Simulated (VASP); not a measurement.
# CrCu7O4 (R-3m) in VASP: single point with PBEsol+U

Aim: the single point of CrCu7O4 with PBEsol+U.

Program: VASP 6.6.1. These are calculated values, not measurements. Logs are shortened: lines on timing, memory, paths and dates and some standing lists are left out, and cuts for length are marked.

### 1 The cell of the first run

It takes space group R-3m (No. 166, trigonal). Conventional cell: a = 6.038 Å, b = 6.038 Å, c = 14.790 Å, α = 90.00°, β = 90.00°, γ = 120.00°. Within 2.6 Å of Cr (site symmetry -3m) lie 2 O at 1.97 Å. Within 2.4 Å of Cu (site symmetry -3m) lie 2 O at 1.84 Å. Within 2.4 Å of Cu (site symmetry 2/m) lie 2 O at 1.81 Å. Within 2.5 Å of Cu (site symmetry 2/m) lie 2 O at 1.85 Å. Within 2.4 Å of O (site symmetry 3m) lie 3 Cu at 1.81 Å and 1 Cr at 1.97 Å. O (site symmetry 3m) has 4 Cu at 1.84 to 1.85 Å within 2.4 Å.

### 2 Single point, PBEsol+U, collinear spin, ferromagnetic start

The input, INCAR:

```
PREC     = Accurate       # precision mode
ENCUT    = 600            # plane-wave cutoff, eV
EDIFF    = 1E-6           # SCF threshold, eV
ISMEAR   = 0              # smearing method
SIGMA    = 0.05           # smearing width, eV
LREAL    = False          # projectors in reciprocal space
LASPH    = True           # aspherical terms in the spheres
NELM     = 200            # most SCF steps
ALGO     = Normal         # electronic algorithm
ISIF     = 2              # what is computed and relaxed
LWAVE    = False          # write WAVECAR
LCHARG   = False          # write CHGCAR
ISPIN    = 2              # spin polarisation
MAGMOM   = 3.45 0.02 0.02 0.1 0.02 0.1 0.02 0.1 -0.02 0.07 -0.02 0.07 # initial moments
LORBIT   = 11             # projections on sites
LMAXMIX  = 4              # l up to which the mixer works
LDAU     = True           # DFT+U
LDAUTYPE = 2            
LDAUL    = 2 -1 -1        # shell
LDAUU    = 3 0 0          # U, eV
LDAUJ    = 0 0 0        
LDAUPRINT= 1            
GGA      = PS             # functional
NBANDS   = 72             # bands
GGA_COMPAT= False
```

The input, KPOINTS:

```
regular mesh
0
Gamma
  4 4 4
```

The input, POSCAR:

```
CrCu7O4
1.0
    0.0000000000      4.2696000000      4.2696000000
    4.2696000000      0.0000000000      4.2696000000
    4.2696000000      4.2696000000      0.0000000000
Cr Cu O
1 7 4
Direct
    0.1250000000      0.1250000000      0.1250000000
    0.6250000000      0.6250000000      0.6250000000
    0.1250000000      0.1250000000      0.6250000000
    0.6250000000      0.6250000000      0.1250000000
    0.6250000000      0.1250000000      0.1250000000
    0.1250000000      0.6250000000      0.6250000000
    0.1250000000      0.6250000000      0.1250000000
    0.6250000000      0.1250000000      0.6250000000
    0.9921236743      0.9921236743      0.9921236743
    0.5005588809      0.5005588809      0.5005588809
    0.2578763257      0.2578763257      0.2578763257
    0.7494411191      0.7494411191      0.7494411191
```

Potentials or basis: VASP PAW PBE potentials, release 64 (Cr_pv, Cu, O).

Launch:

```bash
> cat potpaw_PBE.64/Cr_pv/POTCAR potpaw_PBE.64/Cu/POTCAR potpaw_PBE.64/O/POTCAR > POTCAR
> mpirun -np 1 vasp_std > vasp.out
```

OUTCAR:

```text
PREC = Accurate
   ENCUT = 600
   EDIFF = 1E-6
   ISMEAR = 0
   LREAL = False
   LASPH = True
   NELM = 200
   ISIF = 2
   ISPIN = 2
   LORBIT = 11
   GGA = PS

 ion  position               nearest neighbor table
   1  0.125  0.125  0.125-   9 1.97  11 1.97
   2  0.625  0.625  0.625-  10 1.84  12 1.84
   3  0.125  0.125  0.625-   9 1.81  11 1.81
   4  0.625  0.625  0.125-  10 1.85  12 1.85
   5  0.625  0.125  0.125-   9 1.81  11 1.81
   6  0.125  0.625  0.625-  10 1.85  12 1.85
   7  0.125  0.625  0.125-   9 1.81  11 1.81
   8  0.625  0.125  0.625-  10 1.85  12 1.85
   9  0.992  0.992  0.992-   3 1.81   5 1.81   7 1.81   1 1.97
  10  0.501  0.501  0.501-   2 1.84   4 1.85   6 1.85   8 1.85
  11  0.258  0.258  0.258-   3 1.81   5 1.81   7 1.81   1 1.97
  12  0.749  0.749  0.749-   2 1.84   4 1.85   6 1.85   8 1.85

  LATTYP: Found a face centered cubic cell.
 ALAT       =     8.5392000000

  Lattice vectors:

 A1 = (   0.0000000000,   4.2696000000,   4.2696000000)
 A2 = (   4.2696000000,   0.0000000000,   4.2696000000)
 A3 = (   4.2696000000,   4.2696000000,   0.0000000000)

Analysis of symmetry for initial positions (statically):
=====================================================================
 Subroutine PRICEL returns:
 Original cell was already a primitive cell.

 Routine SETGRP: Setting up the symmetry group for a
 face centered cubic supercell.

 Subroutine GETGRP returns: Found 12 space group operations
 (whereof  6 operations were pure point group operations)
 out of a pool of 48 trial point group operations.

The static configuration has the point symmetry C_3v.
 The point group associated with its full space group is D_3d.

Analysis of symmetry for dynamics (positions and initial velocities):
=====================================================================
 Subroutine PRICEL returns:
 Original cell was already a primitive cell.

 Routine SETGRP: Setting up the symmetry group for a
 face centered cubic supercell.

 Subroutine GETGRP returns: Found 12 space group operations
 (whereof  6 operations were pure point group operations)
 out of a pool of 48 trial point group operations.

The dynamic configuration has the point symmetry C_3v.
 The point group associated with its full space group is D_3d.

Analysis of structural, dynamic, and magnetic symmetry:
=====================================================================
 Subroutine PRICEL returns:
 Original cell was already a primitive cell.

 Routine SETGRP: Setting up the symmetry group for a
 face centered cubic supercell.

 Subroutine GETGRP returns: Found 12 space group operations
 (whereof  6 operations were pure point group operations)
 out of a pool of 48 trial point group operations.

The overall configuration has the point symmetry C_3v.
 The point group associated with its full space group is D_3d.

 Subroutine INISYM returns: Found 12 space group operations
 (whereof  6 operations are pure point group operations),
 and found     1 'primitive' translations

----------------------------------------------------------------------------------------

                                     Primitive cell

  volume of cell :     155.6652

  direct lattice vectors                    reciprocal lattice vectors
     0.000000000  4.269600000  4.269600000    -0.117106989  0.117106989  0.117106989
     4.269600000  0.000000000  4.269600000     0.117106989 -0.117106989  0.117106989
     4.269600000  4.269600000  0.000000000     0.117106989  0.117106989 -0.117106989

  length of vectors
     6.038126226  6.038126226  6.038126226     0.202835255  0.202835255  0.202835255

  position of ions in fractional coordinates (direct lattice)
[... 132 lines left out ...]

spin component  1

  0.7423 -0.1305 -0.0222 -0.1305 -0.0000
 -0.1305  0.7423  0.0111 -0.1305 -0.0192
 -0.0222  0.0111  0.9024  0.0111  0.0000
 -0.1305 -0.1305  0.0111  0.7423  0.0192
 -0.0000 -0.0192  0.0000  0.0192  0.9024

spin component  2

  0.0585  0.0379 -0.0082  0.0379  0.0000
  0.0379  0.0585  0.0041  0.0379 -0.0071
 -0.0082  0.0041  0.0191  0.0041  0.0000
  0.0379  0.0379  0.0041  0.0585  0.0071
  0.0000 -0.0071  0.0000  0.0071  0.0191

 occupancies and eigenvectors

  o =  0.0097  v =  0.0000  0.0000  0.0000  0.0000  0.0000  0.0570  0.4501  0.0752 -0.5071  0.7289      0.0000  0.0000  0.0000  0.0000  0.0000  0.0000  0.0000  0.0000  0.0000  0.0000
  o =  0.0097  v =  0.0000  0.0000  0.0000  0.0000  0.0000 -0.5526  0.3257 -0.7289  0.2270  0.0752      0.0000  0.0000  0.0000  0.0000  0.0000  0.0000  0.0000  0.0000  0.0000  0.0000
  o =  0.0299  v =  0.0000  0.0000  0.0000  0.0000  0.0000  0.5935 -0.3628 -0.6749 -0.2307  0.0867      0.0000  0.0000  0.0000  0.0000  0.0000  0.0000  0.0000  0.0000  0.0000  0.0000
  o =  0.0299  v =  0.0000  0.0000  0.0000  0.0000  0.0000 -0.0763 -0.4758  0.0867  0.5521  0.6749      0.0000  0.0000  0.0000  0.0000  0.0000  0.0000  0.0000  0.0000  0.0000  0.0000
  o =  0.1343  v =  0.0000  0.0000  0.0000  0.0000  0.0000  0.5774  0.5774  0.0000  0.5774  0.0000      0.0000  0.0000  0.0000  0.0000  0.0000  0.0000  0.0000  0.0000  0.0000  0.0000
  o =  0.4812  v = -0.5774 -0.5774  0.0000 -0.5774 -0.0000  0.0000  0.0000  0.0000  0.0000  0.0000      0.0000  0.0000  0.0000  0.0000  0.0000  0.0000  0.0000  0.0000  0.0000  0.0000
  o =  0.8567  v = -0.1822  0.6782 -0.1326 -0.4960  0.4932  0.0000  0.0000  0.0000  0.0000  0.0000      0.0000  0.0000  0.0000  0.0000  0.0000  0.0000  0.0000  0.0000  0.0000  0.0000
  o =  0.8567  v = -0.6779  0.1811 -0.4932  0.4968 -0.1326  0.0000  0.0000  0.0000  0.0000  0.0000      0.0000  0.0000  0.0000  0.0000  0.0000  0.0000  0.0000  0.0000  0.0000  0.0000
  o =  0.9185  v =  0.4138 -0.1622 -0.8532 -0.2515 -0.1063  0.0000  0.0000  0.0000  0.0000  0.0000      0.0000  0.0000  0.0000  0.0000  0.0000  0.0000  0.0000  0.0000  0.0000  0.0000
  o =  0.9185  v = -0.0515  0.3841  0.1063 -0.3326 -0.8532  0.0000  0.0000  0.0000  0.0000  0.0000      0.0000  0.0000  0.0000  0.0000  0.0000  0.0000  0.0000  0.0000  0.0000  0.0000

 number of electron     113.0000092 magnetization       4.9997226

 Free energy of the ion-electron system (eV)
  ---------------------------------------------------
  ext. energy  EPLUGINS =         0.00000000
  ---------------------------------------------------
  free energy    TOTEN  =       -64.15085323 eV

  energy without entropy =      -64.15082441  energy(sigma->0) =      -64.15083882

 E-fermi :   5.3932     XC(G=0): -11.2917

 val. band max:        5.2943852610   @ k =   0.5000   0.5000   0.0000
 cond. band min:       5.4770075245   @ k =   0.0000   0.0000   0.0000
 fundamental gap:      0.1826222635
 Fermi energy:         5.3931717564

 spin component 1

 k-point     1 :       0.0000    0.0000    0.0000
  band No.  band energies     occupation
      1     -38.1319      1.00000
      2     -38.0069      1.00000
      3     -38.0069      1.00000
      4     -15.2704      1.00000
      5     -15.0893      1.00000
      6     -14.5769      1.00000
[... 912 lines left out ...]
     67       9.2136      0.00000
     68      11.7396      0.00000
 Fermi energy:         5.3931717564

 spin component 2

 k-point     1 :       0.0000    0.0000    0.0000
  band No.  band energies     occupation
      1     -34.5801      1.00000
      2     -34.0792      1.00000
      3     -34.0792      1.00000
      4     -15.2056      1.00000
      5     -15.0048      1.00000
      6     -14.4785      1.00000
[... 912 lines left out ...]
     67      11.3040      0.00000
     68      11.8781      0.00000
 [bands above 68 left out]

------------------------ aborting loop because EDIFF is reached ----------------------------------------

  FORCE on cell =-STRESS in cart. coord.  units (eV):
  Direction    XX          YY          ZZ          XY          YZ          ZX
  --------------------------------------------------------------------------------------
  -------------------------------------------------------------------------------------
  Total        0.4609447      0.4609447      0.4609447     -0.1945094     -0.1945094     -0.1945094
  in kB        4.7442528      4.7442528      4.7442528     -2.0019793     -2.0019793     -2.0019793
  external PRESSURE =       4.7442528 kB  Pullay stress =       0.0000000 kB

 VOLUME and BASIS-vectors are now :
 -----------------------------------------------------------------------------
  energy-cutoff  :      600.00
  volume of cell :      155.67
      direct lattice vectors                 reciprocal lattice vectors
     0.000000000  4.269600000  4.269600000    -0.117106989  0.117106989  0.117106989
     4.269600000  0.000000000  4.269600000     0.117106989 -0.117106989  0.117106989
     4.269600000  4.269600000  0.000000000     0.117106989  0.117106989 -0.117106989

 POSITION                                       TOTAL-FORCE (eV/Angst)
 -----------------------------------------------------------------------------------
      1.06740      1.06740      1.06740         0.000000     -0.000000      0.000000
      5.33700      5.33700      5.33700         0.000000     -0.000000      0.000000
      3.20220      3.20220      1.06740         0.000000     -0.000000      0.000000
      3.20220      3.20220      5.33700         0.000000     -0.000000      0.000000
      1.06740      3.20220      3.20220         0.000000     -0.000000      0.000000
      5.33700      3.20220      3.20220         0.000000     -0.000000      0.000000
      3.20220      1.06740      3.20220         0.000000     -0.000000      0.000000
      3.20220      5.33700      3.20220         0.000000     -0.000000      0.000000
      8.47194      8.47194      8.47194         0.072646      0.072646      0.072646
      4.27437      4.27437      4.27437         0.003674      0.003674      0.003674
      2.20206      2.20206      2.20206        -0.072646     -0.072646     -0.072646
      6.39963      6.39963      6.39963        -0.003674     -0.003674     -0.003674
 -----------------------------------------------------------------------------------
    total drift:                                0.000000     -0.000000      0.000000

  FREE ENERGIE OF THE ION-ELECTRON SYSTEM (eV)
  ---------------------------------------------------
  free  energy   TOTEN  =       -64.1508532271 eV

  energy  without entropy=      -64.1508244070  energy(sigma->0) =      -64.15083882

 total charge

# of ion       s       p       d       tot
------------------------------------------
    1        0.253   6.173   4.220  10.646
    2        0.431   0.331   9.225   9.988
    3        0.448   0.364   9.220  10.032
    4        0.429   0.334   9.216   9.980
    5        0.448   0.364   9.220  10.032
    6        0.429   0.334   9.216   9.980
    7        0.448   0.364   9.220  10.032
    8        0.429   0.334   9.216   9.980
    9        1.538   3.501   0.000   5.039
   10        1.540   3.458   0.000   4.999
   11        1.538   3.501   0.000   5.039
   12        1.540   3.458   0.000   4.999
--------------------------------------------------
tot          9.472  22.517  68.755 100.744

 magnetization (x)

# of ion       s       p       d       tot
------------------------------------------
    1        0.096   0.028   3.804   3.929
    2        0.000   0.002   0.016   0.018
    3        0.003   0.006   0.016   0.025
    4       -0.005   0.012   0.097   0.105
    5        0.003   0.006   0.016   0.025
    6       -0.005   0.012   0.097   0.105
    7        0.003   0.006   0.016   0.025
    8       -0.005   0.012   0.097   0.105
    9       -0.001  -0.013   0.000  -0.015
   10        0.009   0.058   0.000   0.067
   11       -0.001  -0.013   0.000  -0.015
   12        0.009   0.058   0.000   0.067
--------------------------------------------------
tot          0.105   0.173   4.161   4.440
```

It took 20 min on 1 thread of Intel Xeon 8259CL, shared host; peak memory 0.56 GiB.

Results:

```
Free energy                                           : -64.1509 eV
Pressure                                              : 0.5 GPa
Largest force                                         : 0.126 eV/Å
Band gap on the k mesh                                : 0.18 eV (least direct gap 0.31 eV)
Net moment                                            : 5.00 μB per cell
Site moments                                          : Cr +3.93; Cu +0.02, +0.03, +0.10 (each value once); O -0.01, +0.07 (each value once) μB
Valence electrons inside the program's atomic spheres : Cr 10.65; Cu 9.99, 10.03, 9.98 (each value once); O 5.04, 5.00 (each value once)
```

Forces in eV/Å, atoms in the order of the input:
```
Cr   0.000  0.000  0.000
Cu   0.000  0.000  0.000
Cu   0.000  0.000  0.000
Cu   0.000  0.000  0.000
Cu   0.000  0.000  0.000
Cu   0.000  0.000  0.000
Cu   0.000  0.000  0.000
Cu   0.000  0.000  0.000
O    0.073  0.073  0.073
O    0.004  0.004  0.004
O   -0.073 -0.073 -0.073
O   -0.004 -0.004 -0.004
```

Stress tensor (GPa, compression positive):
```
 0.47 -0.20 -0.20
-0.20  0.47 -0.20
-0.20 -0.20  0.47
```

Levels at points of the mesh, in eV from the valence-band top:
Spin up:
| k point | band 57 | band 58 | band 59 | band 60 | band 61 | band 62 |
| --- | --- | --- | --- | --- | --- | --- |
| (0.00, 0.00, 0.00) | -0.31 | -0.31 | -0.12 | 0.61 | 0.61 | 1.33 |
| (0.50, 0.00, 0.00) | -0.87 | -0.77 | -0.17 | 1.30 | 1.81 | 2.36 |
| (0.50, 0.50, 0.50) | -0.88 | -0.86 | -0.19 | 1.42 | 2.44 | 2.44 |
| (0.50, 0.50, 0.00) | -0.94 | -0.76 | 0.00 | 1.27 | 1.69 | 1.78 |
Spin down:
```tsv
k point	band 50	band 51	band 52	band 53	band 54	band 55	band 56	band 57	band 58	band 59
(0.00, 0.00, 0.00)	-1.23	-1.16	-0.78	-0.61	-0.61	0.18	0.92	0.92	2.04	2.04
(0.50, 0.00, 0.00)	-1.55	-1.32	-1.28	-1.24	-0.91	0.76	1.45	1.92	2.73	2.83
(0.50, 0.50, 0.50)	-1.56	-1.56	-1.29	-1.29	-0.83	0.57	1.51	2.55	2.55	2.91
(0.50, 0.50, 0.00)	-1.63	-1.50	-1.10	-1.10	-0.84	0.92	1.33	1.53	1.90	2.50
```

Eigenvalues of the final occupation matrices:
```
    site  spin  trace               eigenvalues
site 1 d     1   4.03  0.48 0.86 0.86 0.92 0.92
site 1 d     2   0.21  0.01 0.01 0.03 0.03 0.13
```

Caveat: the PAW data sets were made with another functional, which shifts forces and pressure a little. A k mesh can miss the band edges.
